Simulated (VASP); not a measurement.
# Ir (Fm-3m) in VASP: notebook

Ir is run at these levels: r2SCAN; tasks: single point.

Everything below comes from runs of VASP 6.6.1. Logs are shortened: lines on timing, memory, paths and dates and some standing lists are left out, and cuts for length are marked.

## (1) The cell of the first run

Symmetry: Fm-3m, No. 225, cubic system. The conventional cell has a = 3.846 Å, b = 3.846 Å, c = 3.846 Å, α = 90.00°, β = 90.00°, γ = 90.00°. Within 3.6 Å of Ir (site symmetry m-3m) lie 12 Ir at 2.72 Å.

## (2) Single point, r2SCAN

Input file POSCAR:

```
Ir
1.0
    0.0000000000      1.9228496764      1.9228496764
    1.9228496764      0.0000000000      1.9228496764
    1.9228496764      1.9228496764      0.0000000000
Ir
1
Direct
    0.0000000000      0.0000000000      0.0000000000
```

Input file INCAR.step1:

```
  PREC = Accurate
  ENCUT = 620
  ISMEAR = -1
  SIGMA = 0.1
  LREAL = F
  LASPH = T
  NELM = 120
  NBANDS = 14
  GGA = PE
  ALGO = Normal
  EDIFF = 1E-5
  LWAVE = T
  LCHARG = F
  GGA_COMPAT = F
```

Input file INCAR.step2:

```
  PREC = Accurate
  ENCUT = 620
  EDIFF = 1E-6
  ISMEAR = -1
  SIGMA = 0.1
  LREAL = F
  LASPH = T
  NELM = 120
  ALGO = Normal
  ISIF = 2
  LWAVE = F
  LCHARG = F
  METAGGA = R2SCAN
  LMIXTAU = T
  NBANDS = 14
  ISTART = 1
  GGA_COMPAT = F
```

Input file KPOINTS:

```
Automatic mesh
0
Gamma
  20 20 20
```

Potentials or basis: VASP PAW PBE potentials, release 64 (Ir_sv_GW).

Launch:

```console
> cat potpaw_PBE.64/Ir_sv_GW/POTCAR > POTCAR
> cp INCAR.step1 INCAR
> mpirun -np 1 vasp_std > vasp.out
> cp INCAR.step2 INCAR
> mpirun -np 1 vasp_std > vasp.out
```

OUTCAR:

```text
PREC = Accurate
   ENCUT = 620
   EDIFF = 1E-6
   ISMEAR = -1
   LREAL = F
   LASPH = T
   NELM = 120
   ISIF = 2
   METAGGA = R2SCAN
   ISTART = 1

 ion  position               nearest neighbor table
   1  0.000  0.000  0.000-

  LATTYP: Found a face centered cubic cell.
 ALAT       =     3.8456993528

  Lattice vectors:

 A1 = (   0.0000000000,   1.9228496764,   1.9228496764)
 A2 = (   1.9228496764,   0.0000000000,   1.9228496764)
 A3 = (   1.9228496764,   1.9228496764,   0.0000000000)

Analysis of symmetry for initial positions (statically):
=====================================================================
 Subroutine PRICEL returns:
 Original cell was already a primitive cell.

 Routine SETGRP: Setting up the symmetry group for a
 face centered cubic supercell.

 Subroutine GETGRP returns: Found 48 space group operations
 (whereof 48 operations were pure point group operations)
 out of a pool of 48 trial point group operations.

The static configuration has the point symmetry O_h .

Analysis of symmetry for dynamics (positions and initial velocities):
=====================================================================
 Subroutine PRICEL returns:
 Original cell was already a primitive cell.

 Routine SETGRP: Setting up the symmetry group for a
 face centered cubic supercell.

 Subroutine GETGRP returns: Found 48 space group operations
 (whereof 48 operations were pure point group operations)
 out of a pool of 48 trial point group operations.

The dynamic configuration has the point symmetry O_h .

 Subroutine INISYM returns: Found 48 space group operations
 (whereof 48 operations are pure point group operations),
 and found     1 'primitive' translations

----------------------------------------------------------------------------------------

                                     Primitive cell

  volume of cell :      14.2189

  direct lattice vectors                    reciprocal lattice vectors
     0.000000000  1.922849676  1.922849676    -0.260030727  0.260030727  0.260030727
     1.922849676  0.000000000  1.922849676     0.260030727 -0.260030727  0.260030727
     1.922849676  1.922849676  0.000000000     0.260030727  0.260030727 -0.260030727

  length of vectors
     2.719320091  2.719320091  2.719320091     0.450386431  0.450386431  0.450386431

  position of ions in fractional coordinates (direct lattice)
     0.000000000  0.000000000  0.000000000

  ion indices of the primitive-cell ions
   primitive index   ion index
                 1           1

----------------------------------------------------------------------------------------

 KPOINTS: Automatic mesh

Automatic generation of k-mesh.
 Grid dimensions read from file:
 generate k-points for:   20   20   20

 Generating k-lattice:

  Cartesian coordinates                     Fractional coordinates (reciprocal lattice)
    -0.013001536  0.013001536  0.013001536     0.050000000  0.000000000  0.000000000
     0.013001536 -0.013001536  0.013001536     0.000000000  0.050000000  0.000000000
     0.013001536  0.013001536 -0.013001536     0.000000000  0.000000000  0.050000000

  Length of vectors
     0.022519322  0.022519322  0.022519322

  Shift w.r.t. Gamma in fractional coordinates (k-lattice)
     0.000000000  0.000000000  0.000000000

 Subroutine IBZKPT returns following result:
 ===========================================

 Found    256 irreducible k-points:

 Following reciprocal coordinates:
            Coordinates               Weight
  0.000000  0.000000  0.000000      1.000000
  0.050000  0.000000  0.000000      8.000000
  0.100000  0.000000  0.000000      8.000000
  0.150000  0.000000  0.000000      8.000000
  0.200000  0.000000  0.000000      8.000000
  0.250000  0.000000  0.000000      8.000000
[... 16 lines left out ...]
 -0.400000  0.050000  0.000000     24.000000
 -0.350000  0.050000  0.000000     24.000000
 [... further k-points ...]
   k-points           NKPTS =    256   k-points in BZ     NKDIM =    256   number of bands    NBANDS=     14
   number of dos      NEDOS =    301   number of ions     NIONS =      1
   total plane-waves  NPLWV =  13824
   dimension x,y,z NGX =    24 NGY =   24 NGZ =   24
   dimension x,y,z NGXF=    48 NGYF=   48 NGZF=   48
   ions per type =               1
   NGX,Y,Z   is equivalent  to a cutoff of  14.67, 14.67, 14.67 a.u.
   NGXF,Y,Z  is equivalent  to a cutoff of  29.34, 29.34, 29.34 a.u.
 SYSTEM =  unknown system
   PREC   = accura    normal or accurate (medium, high low for compatibility)
   ISTART =      1    job   : 0-new  1-cont  2-samecut
   ICHARG =      0    charge: 1-file 2-atom 10-const
   ISPIN  =      1    spin polarized calculation?
   LNONCOLLINEAR =      F non collinear calculations
   LSORBIT =      F    spin-orbit coupling
   LASPH  =      T    aspherical Exc in radial PAW
   ENCUT  =  620.0 eV  45.57 Ry    6.75 a.u.   5.52  5.52  5.52*2*pi/ulx,y,z
   NELM   =    120;   NELMIN=  2; NELMDL=  0     # of ELM steps
   EDIFF  = 0.1E-05   stopping-criterion for ELM
   LREAL  =      F    real-space projection
[... 7 lines left out ...]
   TEBEG  =    0.0;   TEEND  =   0.0 temperature during run
   PSTRESS=    0.0 pullay stress
   NELECT =      17.0000    total number of electrons
   NUPDOWN=      -1.0000    fix difference up-down
   EMIN   =  10.00;   EMAX   =-10.00  energy-range for DOS
   EFERMI =   0.00;   METHOD = LEGACY
   ISMEAR =    -1;   SIGMA  =   0.10  broadening in eV -4-tet -1-fermi 0-gaus
   EFERMI_NEDOS =   21; number of points for ismear=-14 and -15
   IALGO  =     38    algorithm
   IMIX   =      4    mixing-type and parameters
     AMIX     =   0.40;   BMIX     =  1.00
     AMIX_MAG =   1.60;   BMIX_MAG =  1.00
  volume/ion in A,a.u.               =      14.22        95.95
  Fermi-wavevector in a.u.,A,eV,Ry     =   1.737544  3.283482 41.076793  3.019059
  Thomas-Fermi vector in A             =   2.810747
   LORBIT       =      0    0 simple, 1 ext, 2 COOP (PROOUT), +10 PAW based schemes
   METAGGA = R2SCAN    functional components
   LHFCALC =     F    Hartree Fock is set to
   AEXX    =    0.0000 exact exchange contribution
   IVDW    =     0    specifies the selected vdW correction
   LEPSILON=     F    determine dielectric tensor
   LRPA    =     F    only Hartree local field effects (RPA)
 non-spin polarized calculation
  energy-cutoff  :      620.00
  volume of cell :       14.22
 maximum number of plane-waves:       531
 NGX is ok and might be reduce to    24
   NGX = 11   NGY = 11   NGZ = 11

 number of electron      17.0000000 magnetization

 Free energy of the ion-electron system (eV)
  ---------------------------------------------------
  ext. energy  EPLUGINS =         0.00000000
  ---------------------------------------------------
  free energy    TOTEN  =       -52.92391968 eV

  energy without entropy =      -52.89782348  energy(sigma->0) =      -52.91087158

 E-fermi :  12.5199     XC(G=0): -15.8621

 val. band max:       12.5165207730   @ k =  -0.4500   0.4000   0.0000
 cond. band min:      12.5493434191   @ k =  -0.3500   0.3000   0.0000
 fundamental gap:      0.0328226461
 Fermi energy:        12.5198622034

 k-point     1 :       0.0000    0.0000    0.0000
  band No.  band energies     occupation
      1     -82.4832      2.00000
      2     -38.2807      2.00000
      3     -38.2807      2.00000
      4     -38.2807      2.00000
      5       1.1177      2.00000
      6       8.5965      2.00000
      7       8.5965      2.00000
      8       8.5965      2.00000
      9      11.2828      1.99999
     10      11.2828      1.99999
     11      26.8459      0.00000
     12      32.6146      0.00000
     13      32.6146      0.00000
     14      32.6146      0.00000

 k-point     2 :       0.0500    0.0000    0.0000
  band No.  band energies     occupation
      1     -82.4814      2.00000
      2     -38.3019      2.00000
      3     -38.2836      2.00000
      4     -38.2836      2.00000
      5       1.2343      2.00000
      6       8.5328      2.00000
      7       8.6467      2.00000
      8       8.6467      2.00000
      9      11.2497      1.99999
     10      11.2497      1.99999
     11      27.0483      0.00000
     12      32.0874      0.00000
     13      32.8081      0.00000
     14      32.8081      0.00000

 k-point     3 :       0.1000    0.0000    0.0000
  band No.  band energies     occupation
      1     -82.4761      2.00000
      2     -38.3628      2.00000
      3     -38.2919      2.00000
      4     -38.2919      2.00000
      5       1.5744      2.00000
      6       8.3644      2.00000
      7       8.7818      2.00000
      8       8.7818      2.00000
      9      11.1723      2.00000
     10      11.1723      2.00000
     11      27.6154      0.00000
     12      30.9240      0.00000
     13      33.3758      0.00000
     14      33.3758      0.00000
[... 324 lines left out ...]
 k-point    23 :      -0.4000    0.0500    0.0000
  band No.  band energies     occupation
      1     -82.4138      2.00000
      2     -39.0514      2.00000
      3     -38.4094      2.00000
      4     -38.3871      2.00000
      5       4.3279      2.00000
      6       8.4723      2.00000
      7       8.6004      2.00000
      8      10.4856      2.00000
      9      12.9293      0.03278
     10      13.6972      0.00002
     11      21.6289      0.00000
     12      27.2025      0.00000
     13      32.6975      0.00000
     14      33.7517      0.00000

 k-point    24 :      -0.3500    0.0500    0.0000
  band No.  band energies     occupation
      1     -82.4210      2.00000
      2     -38.9738      2.00000
      3     -38.4005      2.00000
      4     -38.3728      2.00000
      5       4.2918      2.00000
      6       8.6206      2.00000
      7       8.7302      2.00000
      8       9.4762      2.00000
      9      12.3836      1.59240
     10      13.1959      0.00231
     11      23.2696      0.00000
     12      27.8440      0.00000
     13      33.5557      0.00000
     14      35.1597      0.00000

 [... further k-points ...]

------------------------ aborting loop because EDIFF is reached ----------------------------------------

  FORCE on cell =-STRESS in cart. coord.  units (eV):
  Direction    XX          YY          ZZ          XY          YZ          ZX
  --------------------------------------------------------------------------------------
  -------------------------------------------------------------------------------------
  Total       -0.1079723     -0.1079723     -0.1079723     -0.0000000     -0.0000000      0.0000000
  in kB      -12.1662543    -12.1662543    -12.1662543     -0.0000000     -0.0000000      0.0000000
  external PRESSURE =     -12.1662543 kB  Pullay stress =       0.0000000 kB

 VOLUME and BASIS-vectors are now :
 -----------------------------------------------------------------------------
  energy-cutoff  :      620.00
  volume of cell :       14.22
      direct lattice vectors                 reciprocal lattice vectors
     0.000000000  1.922849676  1.922849676    -0.260030727  0.260030727  0.260030727
     1.922849676  0.000000000  1.922849676     0.260030727 -0.260030727  0.260030727
     1.922849676  1.922849676  0.000000000     0.260030727  0.260030727 -0.260030727

 POSITION                                       TOTAL-FORCE (eV/Angst)
 -----------------------------------------------------------------------------------
      0.00000      0.00000      0.00000         0.000000      0.000000      0.000000
 -----------------------------------------------------------------------------------
    total drift:                                0.000000      0.000000      0.000000

  FREE ENERGIE OF THE ION-ELECTRON SYSTEM (eV)
  ---------------------------------------------------
  free  energy   TOTEN  =       -52.9239196812 eV

  energy  without entropy=      -52.8978234841  energy(sigma->0) =      -52.91087158
```

Wall time 75 s (1 thread of Intel Xeon 6975P-C (Granite Rapids), shared host); peak memory 0.21 GiB.

What came out:

* Free energy: -52.9239 eV
* Pressure: -1.2 GPa
* Band gap on the k mesh: zero (an odd number of electrons rules out a gap without spin polarisation)

Levels at points of the mesh, in eV from the Fermi level:
```
           k point  band 6  band 7  band 8  band 9  band 10  band 11
(0.00, 0.00, 0.00)   -3.92   -3.92   -3.92   -1.24    -1.24    14.33
(0.50, 0.00, 0.00)   -4.08   -4.08   -0.64    0.97     0.97     7.69
(0.50, 0.50, 0.00)   -7.51    0.88    1.61    1.61     1.80    11.10
```

Caveat: the PAW data sets were made with another functional, which shifts forces and pressure a little; spin-orbit coupling is left out, which moves the levels of the heavy elements.

## (3) Single point, r2SCAN (14.79 Å³/atom)

This run uses another cell than the first one, of 14.79 Å³/atom.

Input file POSCAR:

```
Ir
1.0
    0.0000000000      1.9481532318      1.9481532318
    1.9481532318      0.0000000000      1.9481532318
    1.9481532318      1.9481532318      0.0000000000
Ir
1
Direct
    0.0000000000      0.0000000000      0.0000000000
```

Input file INCAR.step1:

```
ALGO     = Normal         # electronic algorithm
EDIFF    = 1E-5           # SCF threshold, eV
ENCUT    = 620            # plane-wave cutoff, eV
GGA      = PE             # functional
GGA_COMPAT= F            
ISMEAR   = -1             # smearing method
LASPH    = T              # aspherical terms in the spheres
LCHARG   = F              # write CHGCAR
LREAL    = F              # projectors in reciprocal space
LWAVE    = T              # write WAVECAR
NBANDS   = 14             # bands
NELM     = 120            # most SCF steps
PREC     = Accurate       # precision mode
SIGMA    = 0.1            # smearing width, eV
```

Input file INCAR.step2:

```
ALGO     = Normal         # electronic algorithm
EDIFF    = 1E-6           # SCF threshold, eV
ENCUT    = 620            # plane-wave cutoff, eV
GGA_COMPAT= F            
ISIF     = 2              # what is computed and relaxed
ISMEAR   = -1             # smearing method
ISTART   = 1            
LASPH    = T              # aspherical terms in the spheres
LCHARG   = F              # write CHGCAR
LMIXTAU  = T            
LREAL    = F              # projectors in reciprocal space
LWAVE    = F              # write WAVECAR
METAGGA  = R2SCAN         # meta-GGA
NBANDS   = 14             # bands
NELM     = 120            # most SCF steps
PREC     = Accurate       # precision mode
SIGMA    = 0.1            # smearing width, eV
```

Input file KPOINTS:

```
k-points
0
Gamma
  23 23 23
```

Potentials or basis: VASP PAW PBE potentials, release 64 (Ir_sv_GW).

Launch:

```console
> cat potpaw_PBE.64/Ir_sv_GW/POTCAR > POTCAR
> cp INCAR.step1 INCAR
> mpirun -np 1 vasp_std > vasp.out
> cp INCAR.step2 INCAR
> mpirun -np 1 vasp_std > vasp.out
```

OUTCAR:

```text
EDIFF = 1E-6
   ENCUT = 620
   ISIF = 2
   ISMEAR = -1
   ISTART = 1
   LASPH = T
   LREAL = F
   METAGGA = R2SCAN
   NELM = 120
   PREC = Accurate

 ion  position               nearest neighbor table
   1  0.000  0.000  0.000-

  LATTYP: Found a face centered cubic cell.
 ALAT       =     3.8963064636

  Lattice vectors:

 A1 = (   0.0000000000,   1.9481532318,   1.9481532318)
 A2 = (   1.9481532318,   0.0000000000,   1.9481532318)
 A3 = (   1.9481532318,   1.9481532318,   0.0000000000)

Analysis of symmetry for initial positions (statically):
=====================================================================
 Subroutine PRICEL returns:
 Original cell was already a primitive cell.

 Routine SETGRP: Setting up the symmetry group for a
 face centered cubic supercell.

 Subroutine GETGRP returns: Found 48 space group operations
 (whereof 48 operations were pure point group operations)
 out of a pool of 48 trial point group operations.

The static configuration has the point symmetry O_h .

[... 164 lines left out ...]
 k-point     1 :       0.0000    0.0000    0.0000
  band No.  band energies     occupation
      1     -83.1095      2.00000
      2     -38.9488      2.00000
      3     -38.9488      2.00000
      4     -38.9488      2.00000
      5       0.7923      2.00000
      6       8.0821      2.00000
      7       8.0821      2.00000
      8       8.0821      2.00000
      9      10.6005      1.99999
     10      10.6005      1.99999
     11      26.2131      0.00000
     12      31.7566      0.00000
     13      31.7566      0.00000
     14      31.7566      0.00000
[... 377 lines left out ...]
      1     -83.0483      2.00000
      2     -39.6656      2.00000
      3     -39.0607      2.00000
      4     -39.0529      2.00000
      5       3.9569      2.00000
      6       7.8789      2.00000
      7       7.9981      2.00000
      8      10.8253      1.99986
      9      12.6464      0.00036
     10      13.1503      0.00000
     11      19.0347      0.00000
     12      26.1046      0.00000
     13      31.3213      0.00000
     14      31.5215      0.00000

 [... further k-points ...]

------------------------ aborting loop because EDIFF is reached ----------------------------------------

  FORCE on cell =-STRESS in cart. coord.  units (eV):
  Direction    XX          YY          ZZ          XY          YZ          ZX
  --------------------------------------------------------------------------------------
  -------------------------------------------------------------------------------------
  Total       -1.3338444     -1.3338444     -1.3338444      0.0000000     -0.0000000      0.0000000
  in kB     -144.5161573   -144.5161573   -144.5161573      0.0000000     -0.0000000      0.0000000
  external PRESSURE =    -144.5161573 kB  Pullay stress =       0.0000000 kB

 VOLUME and BASIS-vectors are now :
 -----------------------------------------------------------------------------
  energy-cutoff  :      620.00
  volume of cell :       14.79
      direct lattice vectors                 reciprocal lattice vectors
     0.000000000  1.948153232  1.948153232    -0.256653323  0.256653323  0.256653323
     1.948153232  0.000000000  1.948153232     0.256653323 -0.256653323  0.256653323
     1.948153232  1.948153232  0.000000000     0.256653323  0.256653323 -0.256653323

 POSITION                                       TOTAL-FORCE (eV/Angst)
 -----------------------------------------------------------------------------------
      0.00000      0.00000      0.00000         0.000000     -0.000000      0.000000
 -----------------------------------------------------------------------------------
    total drift:                                0.000000      0.000000      0.000000

  FREE ENERGIE OF THE ION-ELECTRON SYSTEM (eV)
  ---------------------------------------------------
  free  energy   TOTEN  =       -52.8974060715 eV

  energy  without entropy=      -52.8683968315  energy(sigma->0) =      -52.88290145
```

Wall time 2.4 min (1 thread of Intel Xeon Platinum 8488C (Sapphire Rapids), shared host); peak memory 0.23 GiB.

Results:

- Free energy: -52.8974 eV
- Pressure: -14.5 GPa
- Band gap on the k mesh: zero (an odd number of electrons rules out a gap without spin polarisation)

Caveat: the cell stands under tension; the PAW data sets were made with another functional, which shifts forces and pressure a little; spin-orbit coupling is left out, which moves the levels of the heavy elements.

The gap in the log of VASP goes by the Fermi energy; the results here count the filled bands.